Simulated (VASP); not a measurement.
# ZrO2 (Fm-3m) in VASP: single point with PBE

Aim: the single point of ZrO2 with PBE.

All numbers are computed with VASP 6.6.1; they aren't measurements. Logs are shortened: lines on timing, memory, paths and dates and some standing lists are left out, and cuts for length are marked.

## 1. The cell of the first run

The structure is cubic, space group Fm-3m (No. 225). Conventional cell: a = 5.116 Å, b = 5.116 Å, c = 5.116 Å, α = 90.00°, β = 90.00°, γ = 90.00°. Within 2.9 Å of Zr (site symmetry m-3m) lie 8 O at 2.22 Å. Within 2.9 Å of O (site symmetry -43m) lie 4 Zr at 2.22 Å and 6 O at 2.56 Å.

## 2. Single point, PBE

Input file INCAR:

```
ALGO = Normal
EDIFF = 1E-6
ENCUT = 600
GGA = PE
GGA_COMPAT = F
ISIF = 2
ISMEAR = -1
LASPH = T
LCHARG = F
LREAL = F
LWAVE = F
NBANDS = 19
NELM = 120
PREC = Accurate
SIGMA = 0.1
```

Input file KPOINTS:

```
k-points
0
Gamma
  4 4 4
```

Input file POSCAR:

```
ZrO2
1.0
   -2.5580139256      0.0000000000      2.5580139256
    0.0000000000      2.5580139256      2.5580139256
   -2.5580139256      2.5580139256      0.0000000000
Zr O
1 2
Direct
    0.0000000000      0.0000000000      0.0000000000
    0.2500000000      0.2500000000      0.2500000000
    0.7500000000      0.7500000000      0.7500000000
```

Potentials or basis: VASP PAW PBE potentials, release 64 (Zr_sv, O).

The run is started by

```console
$ cat potpaw_PBE.64/Zr_sv/POTCAR potpaw_PBE.64/O/POTCAR > POTCAR
$ mpirun -np 1 vasp_std > vasp.out
```

OUTCAR:

```text
EDIFF = 1E-6
   ENCUT = 600
   GGA = PE
   ISIF = 2
   ISMEAR = -1
   LASPH = T
   LREAL = F
   NELM = 120
   PREC = Accurate

 ion  position               nearest neighbor table
   1  0.000  0.000  0.000-   3 2.22   3 2.22   3 2.22   2 2.22   3 2.22   2 2.22   2 2.22   2 2.22

   2  0.250  0.250  0.250-   1 2.22   1 2.22   1 2.22   1 2.22
   3  0.750  0.750  0.750-   1 2.22   1 2.22   1 2.22   1 2.22

  LATTYP: Found a face centered cubic cell.
 ALAT       =     5.1160278512

  Lattice vectors:

 A1 = (  -2.5580139256,   0.0000000000,   2.5580139256)
 A2 = (   0.0000000000,   2.5580139256,   2.5580139256)
 A3 = (  -2.5580139256,   2.5580139256,   0.0000000000)

Analysis of symmetry for initial positions (statically):
=====================================================================
 Subroutine PRICEL returns:
 Original cell was already a primitive cell.

 Routine SETGRP: Setting up the symmetry group for a
 face centered cubic supercell.

 Subroutine GETGRP returns: Found 48 space group operations
 (whereof 48 operations were pure point group operations)
 out of a pool of 48 trial point group operations.

The static configuration has the point symmetry O_h .

Analysis of symmetry for dynamics (positions and initial velocities):
=====================================================================
 Subroutine PRICEL returns:
 Original cell was already a primitive cell.

 Routine SETGRP: Setting up the symmetry group for a
 face centered cubic supercell.

 Subroutine GETGRP returns: Found 48 space group operations
 (whereof 48 operations were pure point group operations)
 out of a pool of 48 trial point group operations.

The dynamic configuration has the point symmetry O_h .

 Subroutine INISYM returns: Found 48 space group operations
 (whereof 48 operations are pure point group operations),
 and found     1 'primitive' translations

----------------------------------------------------------------------------------------

                                     Primitive cell

  volume of cell :      33.4764

  direct lattice vectors                    reciprocal lattice vectors
    -2.558013926  0.000000000  2.558013926    -0.195464143 -0.195464143  0.195464143
     0.000000000  2.558013926  2.558013926     0.195464143  0.195464143  0.195464143
    -2.558013926  2.558013926  0.000000000    -0.195464143  0.195464143 -0.195464143

  length of vectors
     3.617577986  3.617577986  3.617577986     0.338553827  0.338553827  0.338553827

  position of ions in fractional coordinates (direct lattice)
     0.000000000  0.000000000  0.000000000
     0.250000000  0.250000000  0.250000000
     0.750000000  0.750000000  0.750000000

  ion indices of the primitive-cell ions
   primitive index   ion index
                 1           1
                 2           2
                 3           3

----------------------------------------------------------------------------------------

 KPOINTS: k-points

Automatic generation of k-mesh.
 Grid dimensions read from file:
 generate k-points for:    4    4    4

 Generating k-lattice:

  Cartesian coordinates                     Fractional coordinates (reciprocal lattice)
    -0.048866036 -0.048866036  0.048866036     0.250000000  0.000000000  0.000000000
     0.048866036  0.048866036  0.048866036     0.000000000  0.250000000  0.000000000
    -0.048866036  0.048866036 -0.048866036     0.000000000  0.000000000  0.250000000

  Length of vectors
     0.084638457  0.084638457  0.084638457

  Shift w.r.t. Gamma in fractional coordinates (k-lattice)
     0.000000000  0.000000000  0.000000000

 Subroutine IBZKPT returns following result:
 ===========================================

 Found      8 irreducible k-points:

 Following reciprocal coordinates:
            Coordinates               Weight
  0.000000  0.000000  0.000000      1.000000
  0.250000  0.000000  0.000000      8.000000
  0.500000  0.000000  0.000000      4.000000
  0.250000  0.250000  0.000000      6.000000
  0.500000  0.250000  0.000000     24.000000
 -0.250000  0.250000  0.000000     12.000000
  0.500000  0.500000  0.000000      3.000000
 -0.250000  0.500000  0.250000      6.000000
   k-points           NKPTS =      8   k-points in BZ     NKDIM =      8   number of bands    NBANDS=     19
   number of dos      NEDOS =    301   number of ions     NIONS =      3
   total plane-waves  NPLWV =  27000
   dimension x,y,z NGX =    30 NGY =   30 NGZ =   30
   dimension x,y,z NGXF=    60 NGYF=   60 NGZF=   60
   ions per type =               1   2
   NGX,Y,Z   is equivalent  to a cutoff of  13.79, 13.79, 13.79 a.u.
   NGXF,Y,Z  is equivalent  to a cutoff of  27.57, 27.57, 27.57 a.u.
 SYSTEM =  unknown system
   PREC   = accura    normal or accurate (medium, high low for compatibility)
   ISTART =      0    job   : 0-new  1-cont  2-samecut
   ICHARG =      2    charge: 1-file 2-atom 10-const
   ISPIN  =      1    spin polarized calculation?
   LNONCOLLINEAR =      F non collinear calculations
   LSORBIT =      F    spin-orbit coupling
   LASPH  =      T    aspherical Exc in radial PAW
   ENCUT  =  600.0 eV  44.10 Ry    6.64 a.u.   7.23  7.23  7.23*2*pi/ulx,y,z
   NELM   =    120;   NELMIN=  2; NELMDL= -5     # of ELM steps
   EDIFF  = 0.1E-05   stopping-criterion for ELM
   LREAL  =      F    real-space projection
   EDIFFG = 0.1E-04   stopping-criterion for IOM
   NSW    =      0    number of steps for IOM
   IBRION =     -1    ionic relax: 0-MD 1-quasi-New 2-CG
   NFREE  =      0    steps in history (QN), initial steepest desc. (CG)
   ISIF   =      2    stress and relaxation
   ISYM   =      2    0-nonsym 1-usesym 2-fastsym
   POTIM  = 0.5000    time-step for ionic-motion
   TEBEG  =    0.0;   TEEND  =   0.0 temperature during run
   PSTRESS=    0.0 pullay stress
   NELECT =      24.0000    total number of electrons
   NUPDOWN=      -1.0000    fix difference up-down
   EMIN   =  10.00;   EMAX   =-10.00  energy-range for DOS
   EFERMI =   0.00;   METHOD = LEGACY
   ISMEAR =    -1;   SIGMA  =   0.10  broadening in eV -4-tet -1-fermi 0-gaus
   EFERMI_NEDOS =   21; number of points for ismear=-14 and -15
   IALGO  =     38    algorithm
   IMIX   =      4    mixing-type and parameters
     AMIX     =   0.40;   BMIX     =  1.00
     AMIX_MAG =   1.60;   BMIX_MAG =  1.00
  volume/ion in A,a.u.               =      11.16        75.30
  Fermi-wavevector in a.u.,A,eV,Ry     =   1.465207  2.768840 29.209420  2.146832
  Thomas-Fermi vector in A             =   2.581091
   LORBIT       =      0    0 simple, 1 ext, 2 COOP (PROOUT), +10 PAW based schemes
   GGA     = PE    functional components
   LHFCALC =     F    Hartree Fock is set to
   AEXX    =    0.0000 exact exchange contribution
   IVDW    =     0    specifies the selected vdW correction
   LEPSILON=     F    determine dielectric tensor
   LRPA    =     F    only Hartree local field effects (RPA)
 non-spin polarized calculation
  energy-cutoff  :      600.00
  volume of cell :       33.48
 maximum number of plane-waves:      1139
 NGX is ok and might be reduce to    30
   NGX = 15   NGY = 15   NGZ = 15

 number of electron      23.9999994 magnetization

 Free energy of the ion-electron system (eV)
  ---------------------------------------------------
  ext. energy  EPLUGINS =         0.00000000
  ---------------------------------------------------
  free energy    TOTEN  =       -28.57284884 eV

  energy without entropy =      -28.57284882  energy(sigma->0) =      -28.57284883

 E-fermi :   8.7332     XC(G=0): -11.7004

 val. band max:        7.0496808465   @ k =   0.5000   0.5000   0.0000
 cond. band min:      10.3609867382   @ k =   0.0000   0.0000   0.0000
 fundamental gap:      3.3113058917
 Fermi energy:         8.7332175019

 k-point     1 :       0.0000    0.0000    0.0000
  band No.  band energies     occupation
      1     -41.1111      2.00000
      2     -18.9293      2.00000
      3     -18.9293      2.00000
      4     -18.9293      2.00000
      5     -11.0730      2.00000
      6      -8.5723      2.00000
[... 11 lines left out ...]
     18      16.2323      0.00000
     19      21.3121      0.00000

 k-point     2 :       0.2500    0.0000    0.0000
  band No.  band energies     occupation
      1     -41.0896      2.00000
      2     -19.2658      2.00000
      3     -18.9622      2.00000
      4     -18.9622      2.00000
      5     -10.4151      2.00000
      6      -8.9975      2.00000
[... 11 lines left out ...]
     18      15.9944      0.00000
     19      20.2543      0.00000

 k-point     3 :       0.5000    0.0000    0.0000
  band No.  band energies     occupation
      1     -41.0680      2.00000
      2     -19.5658      2.00000
      3     -18.9946      2.00000
      4     -18.9946      2.00000
      5     -10.1251      2.00000
      6      -8.9511      2.00000
[... 11 lines left out ...]
     18      16.0409      0.00000
     19      20.8225      0.00000

 k-point     4 :       0.2500    0.2500    0.0000
  band No.  band energies     occupation
      1     -41.0825      2.00000
      2     -19.2987      2.00000
      3     -19.0112      2.00000
      4     -19.0112      2.00000
      5     -10.0987      2.00000
      6      -9.2161      2.00000
[... 11 lines left out ...]
     18      15.5793      0.00000
     19      21.3801      0.00000

 k-point     5 :       0.5000    0.2500    0.0000
  band No.  band energies     occupation
      1     -41.0609      2.00000
      2     -19.4840      2.00000
      3     -19.1671      2.00000
      4     -19.0436      2.00000
      5      -9.6736      2.00000
      6      -9.2522      2.00000
[... 11 lines left out ...]
     18      17.8760      0.00000
     19      21.3978      0.00000

 k-point     6 :      -0.2500    0.2500    0.0000
  band No.  band energies     occupation
      1     -41.0681      2.00000
      2     -19.3888      2.00000
      3     -19.1917      2.00000
      4     -18.9951      2.00000
      5      -9.7638      2.00000
      6      -9.2977      2.00000
[... 11 lines left out ...]
     18      17.5743      0.00000
     19      21.2146      0.00000

 k-point     7 :       0.5000    0.5000    0.0000
  band No.  band energies     occupation
      1     -41.0538      2.00000
      2     -19.6168      2.00000
      3     -19.0920      2.00000
      4     -19.0920      2.00000
      5      -9.7456      2.00000
      6      -9.0431      2.00000
[... 11 lines left out ...]
     18      20.3262      0.00000
     19      20.5794      0.00000

 k-point     8 :      -0.2500    0.5000    0.2500
  band No.  band energies     occupation
      1     -41.0538      2.00000
      2     -19.3647      2.00000
      3     -19.3647      2.00000
      4     -19.0955      2.00000
      5      -9.3803      2.00000
      6      -9.3803      2.00000
[... 11 lines left out ...]
     18      19.2787      0.00000
     19      22.8134      0.00000

------------------------ aborting loop because EDIFF is reached ----------------------------------------

  FORCE on cell =-STRESS in cart. coord.  units (eV):
  Direction    XX          YY          ZZ          XY          YZ          ZX
  --------------------------------------------------------------------------------------
  -------------------------------------------------------------------------------------
  Total        0.0096116      0.0096116      0.0096116     -0.0000000      0.0000000     -0.0000000
  in kB        0.4600092      0.4600092      0.4600092     -0.0000000      0.0000000     -0.0000000
  external PRESSURE =       0.4600092 kB  Pullay stress =       0.0000000 kB

 VOLUME and BASIS-vectors are now :
 -----------------------------------------------------------------------------
  energy-cutoff  :      600.00
  volume of cell :       33.48
      direct lattice vectors                 reciprocal lattice vectors
    -2.558013926  0.000000000  2.558013926    -0.195464143 -0.195464143  0.195464143
     0.000000000  2.558013926  2.558013926     0.195464143  0.195464143  0.195464143
    -2.558013926  2.558013926  0.000000000    -0.195464143  0.195464143 -0.195464143

 POSITION                                       TOTAL-FORCE (eV/Angst)
 -----------------------------------------------------------------------------------
      0.00000      0.00000      0.00000         0.000000     -0.000000     -0.000000
     -1.27901      1.27901      1.27901         0.000000     -0.000000     -0.000000
     -3.83702      3.83702      3.83702        -0.000000      0.000000      0.000000
 -----------------------------------------------------------------------------------
    total drift:                                0.000000      0.000000      0.000000

  FREE ENERGIE OF THE ION-ELECTRON SYSTEM (eV)
  ---------------------------------------------------
  free  energy   TOTEN  =       -28.5728488449 eV

  energy  without entropy=      -28.5728488232  energy(sigma->0) =      -28.57284883
```

It took 16 s on 1 thread of AMD EPYC 7R13, shared host; peak memory 0.13 GiB.

What came out:

- Free energy: -28.5728 eV
- Pressure: 0.0 GPa
- Band gap on the k mesh: 3.31 eV, indirect (least direct gap 3.74 eV)

Caveat: the k points lie up to 0.53 Å⁻¹ apart. PBE gaps usually lie below the measured ones, often by a third to a half.
